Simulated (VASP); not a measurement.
# Ga (Im-3m) in VASP: notebook

The runs below take Ga through single point, with LDA.

Everything below comes from runs of VASP 6.6.1. Logs are shortened: lines on timing, memory, paths and dates and some standing lists are left out, and cuts for length are marked.

**1. The cell of the first run**

Symmetry: Im-3m, No. 229, cubic system. The conventional cell has a = 3.264 Å, b = 3.264 Å, c = 3.264 Å, α = 90.00°, β = 90.00°, γ = 90.00°. Within 3.7 Å of Ga (site symmetry m-3m) lie 14 Ga at 2.83 to 3.26 Å.

This isn't the form of Ga at room conditions, which is orthorhombic.

**2. Single point, LDA (17.38 Å³/atom)**

INCAR reads:

```
SYSTEM = Ga
PREC = Accurate
ENCUT = 520
EDIFF = 1E-6
ISMEAR = -1
SIGMA = 0.1
LREAL = .FALSE.
LASPH = .TRUE.
NELM = 60
ALGO = Normal
ISIF = 2
LWAVE = .FALSE.
LCHARG = .TRUE.
GGA = CA
LELF = .TRUE.
LVHAR = .TRUE.
NBANDS = 12
```

KPOINTS reads:

```
Automatic mesh
0
G
  15 15 15
  0 0 0
```

POSCAR reads:

```
Ga
1.0
   -1.6318100944      1.6318100944      1.6318100944
    1.6318100944     -1.6318100944      1.6318100944
    1.6318100944      1.6318100944     -1.6318100944
Ga
1
Direct
    0.0000000000      0.0000000000      0.0000000000
```

Potentials or basis: VASP PAW LDA potentials, release 64 (Ga_d).

The run is started by

```bash
$ cat potpaw_LDA.64/Ga_d/POTCAR > POTCAR
$ mpirun -np 1 vasp_std > vasp.out
```

OUTCAR:

```text
SYSTEM = Ga
   PREC = Accurate
   ENCUT = 520
   EDIFF = 1E-6
   ISMEAR = -1
   LREAL = .FALSE.
   LASPH = .TRUE.
   NELM = 60
   ISIF = 2
   GGA = CA

 ion  position               nearest neighbor table
   1  0.000  0.000  0.000-

  LATTYP: Found a body centered cubic cell.
 ALAT       =     3.2636201888

  Lattice vectors:

 A1 = (  -1.6318100944,   1.6318100944,   1.6318100944)
 A2 = (   1.6318100944,  -1.6318100944,   1.6318100944)
 A3 = (   1.6318100944,   1.6318100944,  -1.6318100944)

Analysis of symmetry for initial positions (statically):
=====================================================================
 Subroutine PRICEL returns:
 Original cell was already a primitive cell.

 Routine SETGRP: Setting up the symmetry group for a
 body centered cubic supercell.

 Subroutine GETGRP returns: Found 48 space group operations
 (whereof 48 operations were pure point group operations)
 out of a pool of 48 trial point group operations.

The static configuration has the point symmetry O_h .

Analysis of symmetry for dynamics (positions and initial velocities):
=====================================================================
 Subroutine PRICEL returns:
 Original cell was already a primitive cell.

 Routine SETGRP: Setting up the symmetry group for a
 body centered cubic supercell.

 Subroutine GETGRP returns: Found 48 space group operations
 (whereof 48 operations were pure point group operations)
 out of a pool of 48 trial point group operations.

The dynamic configuration has the point symmetry O_h .

 Subroutine INISYM returns: Found 48 space group operations
 (whereof 48 operations are pure point group operations),
 and found     1 'primitive' translations

----------------------------------------------------------------------------------------

                                     Primitive cell

  volume of cell :      17.3808

  direct lattice vectors                    reciprocal lattice vectors
    -1.631810094  1.631810094  1.631810094     0.000000000  0.306408204  0.306408204
     1.631810094 -1.631810094  1.631810094     0.306408204  0.000000000  0.306408204
     1.631810094  1.631810094 -1.631810094     0.306408204  0.306408204  0.000000000

  length of vectors
     2.826377992  2.826377992  2.826377992     0.433326637  0.433326637  0.433326637

  position of ions in fractional coordinates (direct lattice)
     0.000000000  0.000000000  0.000000000

  ion indices of the primitive-cell ions
   primitive index   ion index
                 1           1

----------------------------------------------------------------------------------------

 KPOINTS: Automatic mesh

Automatic generation of k-mesh.
 Grid dimensions read from file:
 generate k-points for:   15   15   15

 Generating k-lattice:

  Cartesian coordinates                     Fractional coordinates (reciprocal lattice)
     0.000000000  0.020427214  0.020427214     0.066666667  0.000000000  0.000000000
     0.020427214  0.000000000  0.020427214     0.000000000  0.066666667  0.000000000
     0.020427214  0.020427214  0.000000000     0.000000000  0.000000000  0.066666667

  Length of vectors
     0.028888442  0.028888442  0.028888442

  Shift w.r.t. Gamma in fractional coordinates (k-lattice)
     0.000000000  0.000000000  0.000000000

 Subroutine IBZKPT returns following result:
 ===========================================

 Found    120 irreducible k-points:

 Following reciprocal coordinates:
            Coordinates               Weight
  0.000000  0.000000  0.000000      1.000000
  0.066667  0.000000  0.000000     12.000000
  0.133333  0.000000  0.000000     12.000000
  0.200000  0.000000  0.000000     12.000000
  0.266667  0.000000  0.000000     12.000000
  0.333333  0.000000  0.000000     12.000000
[... 16 lines left out ...]
  0.333333  0.200000  0.000000     48.000000
  0.400000  0.200000  0.000000     24.000000
 [... further k-points ...]
   k-points           NKPTS =    120   k-points in BZ     NKDIM =    120   number of bands    NBANDS=     12
   number of dos      NEDOS =    301   number of ions     NIONS =      1
   total plane-waves  NPLWV =  13824
   dimension x,y,z NGX =    24 NGY =   24 NGZ =   24
   dimension x,y,z NGXF=    48 NGYF=   48 NGZF=   48
   ions per type =               1
   NGX,Y,Z   is equivalent  to a cutoff of  14.12, 14.12, 14.12 a.u.
   NGXF,Y,Z  is equivalent  to a cutoff of  28.23, 28.23, 28.23 a.u.
 SYSTEM =  Ga
   PREC   = accura    normal or accurate (medium, high low for compatibility)
   ISTART =      0    job   : 0-new  1-cont  2-samecut
   ICHARG =      2    charge: 1-file 2-atom 10-const
   ISPIN  =      1    spin polarized calculation?
   LNONCOLLINEAR =      F non collinear calculations
   LSORBIT =      F    spin-orbit coupling
   LASPH  =      T    aspherical Exc in radial PAW
   ENCUT  =  520.0 eV  38.22 Ry    6.18 a.u.   5.26  5.26  5.26*2*pi/ulx,y,z
   NELM   =     60;   NELMIN=  2; NELMDL= -5     # of ELM steps
   EDIFF  = 0.1E-05   stopping-criterion for ELM
   LREAL  =      F    real-space projection
[... 7 lines left out ...]
   TEBEG  =    0.0;   TEEND  =   0.0 temperature during run
   PSTRESS=    0.0 pullay stress
   NELECT =      13.0000    total number of electrons
   NUPDOWN=      -1.0000    fix difference up-down
   EMIN   =  10.00;   EMAX   =-10.00  energy-range for DOS
   EFERMI =   0.00;   METHOD = LEGACY
   ISMEAR =    -1;   SIGMA  =   0.10  broadening in eV -4-tet -1-fermi 0-gaus
   EFERMI_NEDOS =   21; number of points for ismear=-14 and -15
   IALGO  =     38    algorithm
   IMIX   =      4    mixing-type and parameters
     AMIX     =   0.40;   BMIX     =  1.00
     AMIX_MAG =   1.60;   BMIX_MAG =  1.00
  volume/ion in A,a.u.               =      17.38       117.29
  Fermi-wavevector in a.u.,A,eV,Ry     =   1.486049  2.808225 30.046294  2.208340
  Thomas-Fermi vector in A             =   2.599384
   LORBIT       =      0    0 simple, 1 ext, 2 COOP (PROOUT), +10 PAW based schemes
   GGA     = CA    functional components
   LHFCALC =     F    Hartree Fock is set to
   AEXX    =    0.0000 exact exchange contribution
   IVDW    =     0    specifies the selected vdW correction
   LEPSILON=     F    determine dielectric tensor
   LRPA    =     F    only Hartree local field effects (RPA)
 non-spin polarized calculation
  energy-cutoff  :      520.00
  volume of cell :       17.38
 maximum number of plane-waves:       478
 NGX is ok and might be reduce to    24
   NGX = 11   NGY = 11   NGZ = 11

 number of electron      13.0000004 magnetization

 Free energy of the ion-electron system (eV)
  ---------------------------------------------------
  ext. energy  EPLUGINS =         0.00000000
  ---------------------------------------------------
  free energy    TOTEN  =        -3.54517409 eV

  energy without entropy =       -3.53202541  energy(sigma->0) =       -3.53859975

 E-fermi :   6.0900     XC(G=0): -11.7551

 val. band max:        6.0655871779   @ k =  -0.4000   0.4000   0.2000
 cond. band min:       6.2132972763   @ k =  -0.4667  -0.4667   0.4000
 fundamental gap:      0.1477100984
 Fermi energy:         6.0900055244

 k-point     1 :       0.0000    0.0000    0.0000
  band No.  band energies     occupation
      1      -9.0053      2.00000
      2      -9.0053      2.00000
      3      -9.0053      2.00000
      4      -8.7767      2.00000
      5      -8.7767      2.00000
      6      -5.5927      2.00000
      7      19.5038      0.00000
      8      19.5038      0.00000
      9      19.5038      0.00000
     10      24.1534      0.00000
     11      24.1534      0.00000
     12      24.1535      0.00000

 k-point     2 :       0.0667    0.0000    0.0000
  band No.  band energies     occupation
      1      -9.0099      2.00000
      2      -9.0023      2.00000
      3      -8.9899      2.00000
      4      -8.7814      2.00000
      5      -8.7767      2.00000
      6      -5.4646      2.00000
      7      18.2929      0.00000
      8      18.8545      0.00000
      9      19.2721      0.00000
     10      22.5453      0.00000
     11      22.7194      0.00000
     12      23.9107      0.00000

 k-point     3 :       0.1333    0.0000    0.0000
  band No.  band energies     occupation
      1      -9.0228      2.00000
      2      -8.9969      2.00000
      3      -8.9462      2.00000
      4      -8.7932      2.00000
      5      -8.7766      2.00000
      6      -5.0776      2.00000
      7      15.6806      0.00000
      8      17.6053      0.00000
      9      18.6343      0.00000
     10      21.3316      0.00000
     11      21.3835      0.00000
     12      23.6822      0.00000

 k-point     4 :       0.2000    0.0000    0.0000
  band No.  band energies     occupation
      1      -9.0418      2.00000
      2      -8.9985      2.00000
      3      -8.8809      2.00000
      4      -8.8052      2.00000
      5      -8.7763      2.00000
      6      -4.4268      2.00000
      7      12.8028      0.00000
      8      16.3507      0.00000
      9      17.8001      0.00000
     10      20.2810      0.00000
     11      20.4241      0.00000
     12      24.0273      0.00000

 k-point     5 :       0.2667    0.0000    0.0000
  band No.  band energies     occupation
      1      -9.0636      2.00000
      2      -9.0151      2.00000
      3      -8.8089      2.00000
      4      -8.8046      2.00000
      5      -8.7758      2.00000
      6      -3.5096      2.00000
      7      10.0050      0.00000
      8      15.2657      0.00000
      9      16.9885      0.00000
     10      19.4079      0.00000
     11      19.7150      0.00000
     12      24.7951      0.00000

 k-point     6 :       0.3333    0.0000    0.0000
  band No.  band energies     occupation
      1      -9.0844      2.00000
      2      -9.0433      2.00000
      3      -8.8034      2.00000
      4      -8.7751      2.00000
      5      -8.7302      2.00000
      6      -2.3276      2.00000
      7       7.3821      0.00000
      8      14.4144      0.00000
      9      16.3210      0.00000
     10      18.7589      0.00000
     11      19.1899      0.00000
     12      25.8745      0.00000

 k-point     7 :       0.4000    0.0000    0.0000
  band No.  band energies     occupation
      1      -9.1007      2.00000
      2      -9.0712      2.00000
      3      -8.7951      2.00000
      4      -8.7744      2.00000
      5      -8.6711      2.00000
      6      -0.8863      2.00000
      7       4.9709      1.99997
      8      13.8302      0.00000
      9      15.8547      0.00000
     10      18.3292      0.00000
     11      18.8438      0.00000
     12      27.1672      0.00000

 k-point     8 :       0.4667    0.0000    0.0000
  band No.  band energies     occupation
      1      -9.1095      2.00000
      2      -9.0879      2.00000
      3      -8.7895      2.00000
      4      -8.7739      2.00000
      5      -8.6384      2.00000
      6       0.7949      2.00000
      7       2.8027      2.00000
      8      13.5331      0.00000
      9      15.6161      0.00000
     10      18.1153      0.00000
     11      18.6723      0.00000
     12      28.3950      0.00000
[... 166 lines left out ...]
 k-point    20 :       0.4000    0.1333    0.0000
  band No.  band energies     occupation
      1      -9.0946      2.00000
      2      -9.0461      2.00000
      3      -8.7944      2.00000
      4      -8.7899      2.00000
      5      -8.6721      2.00000
      6       1.1666      2.00000
      7       3.1949      2.00000
      8      10.6726      0.00000
      9      14.2981      0.00000
     10      19.5560      0.00000
     11      22.6415      0.00000
     12      26.5320      0.00000

 k-point    21 :       0.2000    0.2000    0.0000
  band No.  band energies     occupation
      1      -9.0653      2.00000
      2      -8.9958      2.00000
      3      -8.8173      2.00000
      4      -8.8065      2.00000
      5      -8.7479      2.00000
      6      -2.0653      2.00000
      7       8.9431      0.00000
      8      10.1161      0.00000
      9      14.9510      0.00000
     10      21.3630      0.00000
     11      21.7596      0.00000
     12      26.2700      0.00000

 k-point    22 :       0.2667    0.2000   -0.0000
  band No.  band energies     occupation
      1      -9.0763      2.00000
      2      -8.9936      2.00000
      3      -8.8127      2.00000
      4      -8.8065      2.00000
      5      -8.7230      2.00000
      6      -0.7597      2.00000
      7       6.8762      0.00077
      8       9.0524      0.00000
      9      14.3791      0.00000
     10      21.0723      0.00000
     11      22.6833      0.00000
     12      26.5211      0.00000

 k-point    23 :       0.3333    0.2000    0.0000
  band No.  band energies     occupation
      1      -9.0841      2.00000
      2      -8.9966      2.00000
      3      -8.8170      2.00000
      4      -8.7938      2.00000
      5      -8.7066      2.00000
      6       0.7861      2.00000
      7       4.6888      2.00000
      8       8.5858      0.00000
      9      14.0275      0.00000
     10      20.7891      0.00000
     11      23.9294      0.00000
     12      26.3165      0.00000

 k-point    24 :       0.4000    0.2000    0.0000
  band No.  band energies     occupation
      1      -9.0869      2.00000
      2      -8.9985      2.00000
      3      -8.8187      2.00000
      4      -8.7880      2.00000
      5      -8.7009      2.00000
      6       2.2594      2.00000
      7       2.9911      2.00000
      8       8.4390      0.00000
      9      13.9089      0.00000
     10      20.6913      0.00000
     11      24.7829      0.00000
     12      26.2651      0.00000

 [... further k-points ...]
[... 5 lines left out ...]
  --------------------------------------------------------------------------------------
  -------------------------------------------------------------------------------------
  Total       -0.0033855     -0.0033855     -0.0033855     -0.0000000      0.0000000      0.0000000
  in kB       -0.3120779     -0.3120779     -0.3120779     -0.0000000      0.0000000      0.0000000
  external PRESSURE =      -0.3120779 kB  Pullay stress =       0.0000000 kB

 VOLUME and BASIS-vectors are now :
 -----------------------------------------------------------------------------
  energy-cutoff  :      520.00
  volume of cell :       17.38
      direct lattice vectors                 reciprocal lattice vectors
    -1.631810094  1.631810094  1.631810094     0.000000000  0.306408204  0.306408204
     1.631810094 -1.631810094  1.631810094     0.306408204  0.000000000  0.306408204
     1.631810094  1.631810094 -1.631810094     0.306408204  0.306408204  0.000000000

 POSITION                                       TOTAL-FORCE (eV/Angst)
 -----------------------------------------------------------------------------------
      0.00000      0.00000      0.00000        -0.000000      0.000000      0.000000
 -----------------------------------------------------------------------------------
    total drift:                                0.000000      0.000000     -0.000000

  FREE ENERGIE OF THE ION-ELECTRON SYSTEM (eV)
  ---------------------------------------------------
  free  energy   TOTEN  =        -3.5451740860 eV

  energy  without entropy=       -3.5320254070  energy(sigma->0) =       -3.53859975
```

It took 21 s on 1 thread of Intel Xeon 8259CL, shared host; peak memory 0.14 GiB.

What came out:

```yaml
Free_energy: -3.5452 eV
Pressure: 0.0 GPa
Band_gap_on_the_k_mesh: zero (an odd number of electrons rules out a gap without spin polarisation)
```

**3. Single point, LDA (18.08 Å³/atom)**

This run uses another cell than the first one, of 18.08 Å³/atom.

INCAR reads:

```
SYSTEM = Ga
ALGO = Normal
EDIFF = 1E-7
ENCUT = 520
GGA = CA
ISIF = 2
ISMEAR = -1
LASPH = .TRUE.
LCHARG = .TRUE.
LELF = .TRUE.
LREAL = .FALSE.
LVHAR = .TRUE.
LWAVE = .FALSE.
NBANDS = 12
NELM = 60
PREC = Accurate
SIGMA = 0.1
```

KPOINTS reads:

```
k-points
0
G
  15 15 15
  0 0 0
```

POSCAR reads:

```
Ga
1.0
   -1.6532837424      1.6532837424      1.6532837424
    1.6532837424     -1.6532837424      1.6532837424
    1.6532837424      1.6532837424     -1.6532837424
Ga
1
Direct
    0.0000000000      0.0000000000      0.0000000000
```

Potentials or basis: VASP PAW LDA potentials, release 64 (Ga_d).

The run is started by

```bash
$ cat potpaw_LDA.64/Ga_d/POTCAR > POTCAR
$ mpirun -np 1 vasp_std > vasp.out
```

Run time: 25 s. Hardware: 1 thread of Intel Xeon 8259CL, shared host; peak memory 0.14 GiB.

Results (log left out):

```
Free energy            : -3.5401 eV
Pressure               : -2.3 GPa
Band gap on the k mesh : zero (an odd number of electrons rules out a gap without spin polarisation)
```

Levels at points of the mesh, in eV from the Fermi level:
```csv
k point,band 2,band 3,band 4,band 5,band 6,band 7,band 8,band 9,band 10,band 11
"(0.00, 0.00, 0.00)",-15.04,-15.04,-14.83,-14.83,-11.36,12.92,12.92,12.92,17.65,17.65
```
